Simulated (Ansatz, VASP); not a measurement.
**Pt: VASP beside Ansatz**

```
Pt
1.0
     0.19850    2.06436    2.06436
     2.06436    0.19850    2.06436
     2.06436    2.06436    0.19850
Pt
1
Direct
  0.00000 0.00000 0.00000
```

Change from the starting cell: equal engineering shear yz, xz and xy +0.1000, equal normal strain along x, y and z -0.0100.

Alike in both runs: task single point; functional PBE; k mesh 20 × 20 × 20; occupations gaussian, width 0.15 eV; no spin polarisation.

```csv
,VASP,Ansatz
version,VASP 6.6.1,Ansatz 0.2.0
potentials or method,"VASP PAW PBE potentials, release 64 (Pt), cutoff 520 eV","scalar-relativistic, plane waves, PAW"
valence electrons in the cell,10,18
```

|  | VASP | Ansatz | Ansatz less VASP |
| --- | --- | --- | --- |
| gap on the k mesh at the Fermi level (eV) | none | none | - |
| pressure (GPa) | 17.3 | 17.9 | +0.60 |
| traceless stress, the component that is largest in VASP (GPa) | -10.82 | -10.86 | -0.043 |

A gap of «none» marks a metal or a gap that the smearing closes. VASP's potentials hold 10 valence electrons a cell and Ansatz's 18, so a difference there can come from the potentials and not from the codes.

Neither program's run includes spin-orbit coupling.
